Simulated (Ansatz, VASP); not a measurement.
**One calculation of TiB5, two programs**

```
Ti B
1.0
     4.39180    0.00000    0.00000
     0.00000    3.04764    0.00000
     0.00000    0.00000    5.85024
Ti B
1 5
Direct
  0.00000 0.00000 0.00000
  0.18303 0.00000 0.64525
  0.81697 0.00000 0.64525
  0.81697 0.00000 0.35475
  0.18303 0.00000 0.35475
  0.50000 0.00000 0.50000
```

Alike in both runs: functional PBE; k mesh 6 × 6 × 4; occupations gaussian, width 0.1 eV; no spin polarisation.

Ansatz relaxed the structure, and its values are those at the end. VASP's run is a single point on that final structure, the one shown.

|  | VASP | Ansatz |
| --- | --- | --- |
| version | VASP 6.6.1 | Ansatz 0.2.0 |
| potentials or method | VASP PAW PBE potentials, release 64 (Ti_sv, B), cutoff 520 eV | scalar-relativistic, plane waves, PAW |
| valence electrons in the cell | 27 | 27 |

VASP gave:

| Property | Result |
| --- | --- |
| gap on the k mesh at the Fermi level (eV) | none |
| pressure (GPa) | 0.0 |
| rms of the force components (eV/Å) | 0.021 |

Q: Estimate Ansatz's values.

A: gap on the k mesh at the Fermi level (eV): none; pressure (GPa): 0.0; rms of the force components (eV/Å): 0.020.

A gap of «none» marks a metal or a gap that the smearing closes.
